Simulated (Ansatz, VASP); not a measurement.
# Ga2SnSe3: VASP beside Ansatz

```xyz
6
Lattice="4.0332 0.0000 0.0000 0.0000 4.0332 0.0000 0.0000 0.0000 8.6428" Properties=species:S:1:pos:R:3 pbc="T T T"
Ga    0.0000    0.0000    7.8052
Ga    2.0166    2.0166    5.2445
Sn    2.0166    2.0166    2.2755
Se    0.0000    0.0000    5.2534
Se    0.0000    0.0000    1.7893
Se    2.0166    2.0166    7.8819
```

Change from the starting cell: species swapped into the Dy2CuAg3 type (P4mm, No. 99).

Alike in both runs: functional PBE; k mesh 10 × 10 × 6; occupations gaussian, width 0.1 eV; no spin polarisation.

Ansatz relaxed the structure, and its values are those at the end. VASP's run is a single point on that final structure, the one shown.

```csv
,VASP,Ansatz
version,VASP 6.6.1,Ansatz 0.2.0
potentials or method,"VASP PAW PBE potentials, release 64 (Ga_d, Sn_d, Se), cutoff 520 eV","scalar-relativistic, plane waves, PAW"
valence electrons in the cell,58,88
```

VASP gave:

- gap on the k mesh at the Fermi level (eV): none
- pressure (GPa): 0.1
- rms of the force components (eV/Å): 0.005

Problem. Which values does Ansatz return?

Solution. gap on the k mesh at the Fermi level (eV): none; pressure (GPa): 0.0; rms of the force components (eV/Å): 0.003.

A gap of «none» marks a metal or a gap that the smearing closes. VASP's potentials hold 58 valence electrons a cell and Ansatz's 88, so a difference there can come from the potentials and not from the codes.
